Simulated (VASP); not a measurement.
# Cd: single point with LDA

Cd:

```
Cd
1.0
     2.97887    0.00000    0.00000
    -1.48944    2.57978    0.00000
     0.00000    0.00000    5.61765
Cd
2
Direct
  0.33333 0.66667 0.25000
  0.66667 0.33333 0.75000
```

```json
{"Program": "VASP 6.6.1", "Task": "single point", "Functional": "LDA", "Potentials or basis": "VASP PAW LDA potentials, release 64 (Cd)", "Cutoff": "520 eV", "k mesh": "15 × 15 × 6", "Occupations": "gaussian, width 0.05 eV", "Spin": "no spin polarisation"}
```

| Quantity | Value |
| --- | --- |
| Pressure | -4.1 GPa |
| Band gap on the k mesh | zero (bands 12 and 13 overlap by 4.54 eV) |

Stress tensor (GPa, compression positive):
```
-5.06  0.00  0.00
 0.00 -5.06  0.00
 0.00  0.00 -2.07
```

Levels at points of the mesh, in eV from the Fermi level:
```csv
k point,band 9,band 10,band 11,band 12,band 13,band 14,band 15,band 16
"(0.00, 0.00, 0.00)",-8.72,-8.46,-8.46,-3.12,-3.08,10.46,14.50,14.71
"(0.00, 0.00, 0.50)",-8.57,-8.57,-7.44,-7.44,3.65,3.65,14.81,14.81
```

It took 21 s on 1 thread of Intel(R) Xeon(R) 6975P-C (Granite Rapids), on a shared host, peak memory 0.18 GiB.

Caveat: the cell stands under tension.
